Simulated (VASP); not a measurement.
# Ir: single point with revPBE

The system is Ir.

```
Ir
1.0
     0.00000    1.99180    1.99180
     1.99180    0.00000    1.99180
     1.99180    1.99180    0.00000
Ir
1
Cartesian
  0.0000 0.0000 0.0000
```

```yaml
Program: VASP 6.6.1
Task: single point
Functional: revPBE
Potentials_or_basis: VASP PAW PBE potentials, release 64 (Ir)
Cutoff: 520 eV
k_mesh: 23 × 23 × 23
Occupations: fermi-dirac, width 0.05 eV
Spin: collinear spin
Starting_moments: "[1.0] μB"
```

* Pressure: -21.2 GPa
* Net moment: 0.00 μB per cell
* Valence electrons inside the program's atomic spheres: Ir 8.06

Levels at points of the mesh, in eV from the Fermi level:
Spin up:
```tsv
k point	band 1	band 2	band 3	band 4	band 5	band 6	band 7	band 8	band 9
(0.00, 0.00, 0.00)	-9.91	-3.24	-3.24	-3.24	-1.00	-1.00	14.51	19.46	19.46
```
Spin down:
| k point | band 1 | band 2 | band 3 | band 4 | band 5 | band 6 | band 7 | band 8 | band 9 |
| --- | --- | --- | --- | --- | --- | --- | --- | --- | --- |
| (0.00, 0.00, 0.00) | -9.91 | -3.24 | -3.24 | -3.24 | -1.00 | -1.00 | 14.51 | 19.46 | 19.46 |

It took 2.9 min on 1 thread of Intel Xeon 8259CL, on a shared host, peak memory 0.25 GiB.

Caveat: the cell stands under tension; the PAW data sets were made with another functional, which shifts forces and pressure a little; spin-orbit coupling is left out, which moves the levels of the heavy elements.
